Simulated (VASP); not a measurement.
Runs of VASP 6.6.1 on As. The structure is that of space group Fd-3m (No. 227), or close to it. The cells are those of the table. 

```csv
task,cell,k mesh,cutoff (eV),gap on the mesh (eV),pressure (GPa),relaxed volume (Å³/atom)
relaxation of cell and atoms,"relaxed from a = 4.334 Å, angles 60.0°, 2 atoms",16 × 16 × 16,600,none,0.1,28.59
single point,"a = 4.322 Å, angles 60.0°, 2 atoms",16 × 16 × 16,520,none,0.1,-
single point,"a = 3.997 Å, angles 60.0°, 2 atoms",6 × 6 × 6,520,none,18.9,-
single point,"a = 4.334 Å, angles 60.0°, 2 atoms",6 × 6 × 6,520,none,(a),-
relaxation of cell and atoms,"relaxed from a = 3.997 Å, angles 60.0°, 2 atoms",6 × 6 × 6,600,none,0.1,28.86
```

Alike in all rows: level PBE; potentials or basis VASP PAW PBE potentials, release 64 (As); no spin polarisation; smearing gaussian 0.1 eV.

Q: Fill in the values left out.

A: (a) 0.2.

Caveats: the volume moved by over 15 % at a fixed basis, so the end points are rough (some runs).

A k mesh can miss the band edges, and the runs leave out spin-orbit coupling on As.

A gap of «none» marks levels without a gap at the run's occupations.
